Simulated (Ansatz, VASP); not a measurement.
# One calculation of AlN, two programs

```
Al N
1.0
     0.00000    1.99299    1.99299
     1.99299    0.00000    1.99299
     1.99299    1.99299    0.00000
Al N
1 1
Direct
  0.50000 0.50000 0.50000
  0.00000 0.00000 0.00000
```

Change from the starting cell: volume scaled by 0.94.

Alike in both runs: task single point; functional PBE; k mesh 11 × 11 × 11; occupations fermi-dirac, width 0.05 eV; no spin polarisation.

```csv
,VASP,Ansatz
version,VASP 6.6.1,Ansatz 0.2.0
potentials or method,"VASP PAW PBE potentials, release 64 (Al, N), cutoff 520 eV","all-electron LAPW, scalar-relativistic"
```

VASP gave:

- gap on the k mesh at the Fermi level (eV): 5.16
- least direct gap on the mesh (eV): 6.31
- pressure (GPa): 17.7

Task: What did Ansatz give for the same quantities?

Result: gap on the k mesh at the Fermi level (eV): 5.17; least direct gap on the mesh (eV): 6.31; pressure (GPa): 18.0.

Ansatz ran all-electron here, and VASP with PAW potentials.
